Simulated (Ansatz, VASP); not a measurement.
**Two plane-wave programs on AsAu3**

Contents of INCAR:

```
SYSTEM = AsAu3
ALGO = Fast
EDIFF = 1E-6
ENCUT = 520
GGA = PE
ISIF = 2
ISMEAR = -1
LASPH = .True.
LCHARG = .False.
LREAL = .False.
LWAVE = .False.
NBANDS = 48
NELM = 100
PREC = Accurate
SIGMA = 0.05
```

Contents of KPOINTS:

```
k-points
0
Gamma
  5 5 6
  0 0 0
```

POSCAR

```
AsAu3
1.0
    6.0374021518      0.0000000000      0.0000000000
   -3.0187010759      5.2285436363      0.0000000000
    0.0000000000      0.0000000000      4.8721893491
Au As
6 2
Direct
    0.1668315050      0.3336630100      0.2500000000
    0.1668315050      0.8331684950      0.2500000000
    0.6663369900      0.8331684950      0.2500000000
    0.8331684950      0.6663369900      0.7500000000
    0.8331684950      0.1668315050      0.7500000000
    0.3336630100      0.1668315050      0.7500000000
    0.3333333333      0.6666666667      0.7500000000
    0.6666666667      0.3333333333      0.2500000000
```

input.yaml

```yaml
crystal:
  lattice:
    - [6.0374021518, 0.0, 0.0]
    - [-3.0187010759, 5.2285436363, 0.0]
    - [0.0, 0.0, 4.8721893491]
  atoms:
    - { symbol: Au, position: [0.166831505, 0.33366301, 0.25] }
    - { symbol: Au, position: [0.166831505, 0.833168495, 0.25] }
    - { symbol: Au, position: [0.66633699, 0.833168495, 0.25] }
    - { symbol: Au, position: [0.833168495, 0.66633699, 0.75] }
    - { symbol: Au, position: [0.833168495, 0.166831505, 0.75] }
    - { symbol: Au, position: [0.33366301, 0.166831505, 0.75] }
    - { symbol: As, position: [0.3333333333, 0.6666666667, 0.75] }
    - { symbol: As, position: [0.6666666667, 0.3333333333, 0.25] }
hamiltonian:
  xc: pbe
  pseudopotentials: { kind: paw }
kpoints:
  mp_grid: { grid: [5, 5, 6] }
scf:
  occupations: { method: fermi_dirac, width: 0.05 }
output:
  forces: true
  stress: true
  eigenvalues: true
```

Alike in both runs: task single point; functional PBE; k mesh 5 × 5 × 6; occupations fermi-dirac, width 0.05 eV; no spin polarisation.

|  | VASP | Ansatz |
| --- | --- | --- |
| version | VASP 6.6.1 | Ansatz 0.2.0 |
| potentials or method | VASP PAW PBE potentials, release 64 (Au, As) | Ansatz PAW |
| plane-wave cutoff (eV) | 520 | 420 |
| valence electrons in the cell | 76 | 144 |

|  | VASP | Ansatz | Ansatz less VASP |
| --- | --- | --- | --- |
| gap on the k mesh at the Fermi level (eV) | none | none | - |
| pressure (GPa) | -5.1 | -5.0 | +0.16 |
| traceless stress, the component that is largest in VASP (GPa) | -0.30 | -0.30 | -0.004 |
| rms of the force components (eV/Å) | 0.031 | 0.031 | 0.0000 |

Atom by atom the forces differ by 0.000 eV/Å (rms over components). A gap of «none» marks a metal or a gap that the smearing closes. The functional is the same, so the differences come from potentials, cutoffs and numerics. VASP's potentials hold 76 valence electrons a cell and Ansatz's 144, so a difference there can come from the potentials and not from the codes.

Neither program's run includes spin-orbit coupling.
